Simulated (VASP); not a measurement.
Set up this calculation in VASP 6.6.1, as the native input.

| Item | Value |
| --- | --- |
| Task | single point |
| Functional | PBEsol |
| Potentials or basis | VASP PAW PBE potentials, release 64 (Li_sv) |
| Cutoff | 520 eV |
| k mesh | 12 × 12 × 12 |
| Occupations | fermi-dirac, width 0.1 eV |
| Spin | no spin polarisation |
| Dipole correction | no |
| Further INCAR settings | ALGO = Normal; EDIFF = 1e-06; NBANDS = 10 |

The structure of Li lies in POSCAR:

```
Li
1.0
    0.0000000000      2.2064049360      2.2064049360
    2.2064049360      0.0000000000      2.2064049360
    2.2064049360      2.2064049360      0.0000000000
Li
2
Direct
    0.0000000000      0.0000000000      0.0000000000
    0.2500000000      0.2500000000      0.2500000000
```

This isn't the form of Li at room conditions, which is bcc.

The input as run:

INCAR

```
SYSTEM = Li
PREC     = Accurate       ! precision mode
ENCUT    = 520            ! plane-wave cutoff, eV
EDIFF    = 1E-6           ! SCF threshold, eV
ISMEAR   = -1             ! smearing method
SIGMA    = 0.1            ! smearing width, eV
LREAL    = .False.        ! projectors in reciprocal space
LASPH    = .True.         ! aspherical terms in the spheres
NELM     = 100            ! most SCF steps
ALGO     = Normal         ! electronic algorithm
ISIF     = 2              ! what is computed and relaxed
LWAVE    = .False.        ! write WAVECAR
LCHARG   = .False.        ! write CHGCAR
GGA      = PS             ! functional
NBANDS   = 10             ! bands
```

KPOINTS

```
Automatic mesh
0
Gamma
  12 12 12
  0 0 0
```

Potentials or basis: VASP PAW PBE potentials, release 64 (Li_sv).

Run with:

```sh
$ cat potpaw_PBE.64/Li_sv/POTCAR > POTCAR
$ mpirun -np 1 vasp_std > vasp.out
```

Results of the run:

- Band gap on the k mesh: zero (bands 3 and 4 overlap by 0.18 eV)

It took 11 s on 1 thread of AMD EPYC 7R13 Processor (Zen 3), on a shared host, peak memory 0.1 GiB.
